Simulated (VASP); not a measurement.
Write the native input for VASP 6.6.1 that does the following.

```
Task                   : single point
Functional             : PBEsol
Potentials or basis    : VASP PAW PBE potentials, release 64 (Ru_pv)
Cutoff                 : 520 eV
k mesh                 : 14 × 14 × 8
Occupations            : fermi-dirac, width 0.03 eV
Spin                   : no spin polarisation
Dipole correction      : no
Further INCAR settings : ALGO = Normal; EDIFF = 1e-06; NBANDS = 21
```

The structure of Ru lies in POSCAR:

```
Ru
1.0
    2.7057993342     -0.0405869900     -0.0405869900
   -1.3880490315      2.3635844560     -0.0148558694
   -0.0642285000     -0.0642285000      4.2819000000
Ru
2
Direct
    0.3333333333      0.6666666667      0.2500000000
    0.6666666667      0.3333333333      0.7500000000
```

This cell differs from its parent crystal: equal xy, yz and zx shear strains of -3 %.

These files were run (other wordings do the same):

INCAR

```
PREC = Accurate
ENCUT = 520
EDIFF = 1E-6
ISMEAR = -1
SIGMA = 0.03
LREAL = False
LASPH = True
NELM = 80
ALGO = Normal
ISIF = 2
LWAVE = False
LCHARG = False
GGA = PS
NBANDS = 21
```

KPOINTS

```
regular mesh
0
Gamma
  14 14 8
```

Potentials or basis: VASP PAW PBE potentials, release 64 (Ru_pv).

Run with:

```console
$ cat potpaw_PBE.64/Ru_pv/POTCAR > POTCAR
$ mpirun -np 1 vasp_std > vasp.out
```

It gave:

```
Pressure               : -5.5 GPa
Largest force          : 0.144 eV/Å
Band gap on the k mesh : zero (bands 14 and 15 overlap by 3.17 eV)
```

Caveat: the cell differs from its parent crystal (equal xy, yz and zx shear strains of -3 %); the cell stands under tension; the PAW data sets were made with another functional, which shifts forces and pressure a little.

Run time: 2.4 min on 1 thread of AMD EPYC 9R45 96-Core Processor (Zen 5), with other jobs on the host, peak memory 0.39 GiB.
